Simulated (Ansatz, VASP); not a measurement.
**Two plane-wave programs on Ga**

```
CELL_PARAMETERS angstrom
1.36899 -3.95256 0.00000
1.36899 3.95256 0.00000
0.00000 0.00000 3.31380
ATOMIC_POSITIONS crystal
Ga 0.86613 0.13387 0.25000
Ga 0.13387 0.86613 0.75000
```

Alike in both runs: functional PBEsol; k mesh 16 × 16 × 14; occupations gaussian, width 0.1 eV; no spin polarisation.

Ansatz relaxed the structure, and its values are those at the end. VASP's run is a single point on that final structure, the one shown.

|  | VASP | Ansatz |
| --- | --- | --- |
| version | VASP 6.6.1 | Ansatz 0.2.0 |
| potentials or method | VASP PAW PBE potentials, release 64 (Ga_d), cutoff 520 eV | scalar-relativistic, plane waves, PAW |
| valence electrons in the cell | 26 | 26 |

```tsv
	VASP	Ansatz	Ansatz less VASP
gap on the k mesh at the Fermi level (eV)	none	none	-
pressure (GPa)	0.1	0.0	-0.10
```

VASP's potentials were made for PBE, not for PBEsol. A gap of «none» marks a metal or a gap that the smearing closes.
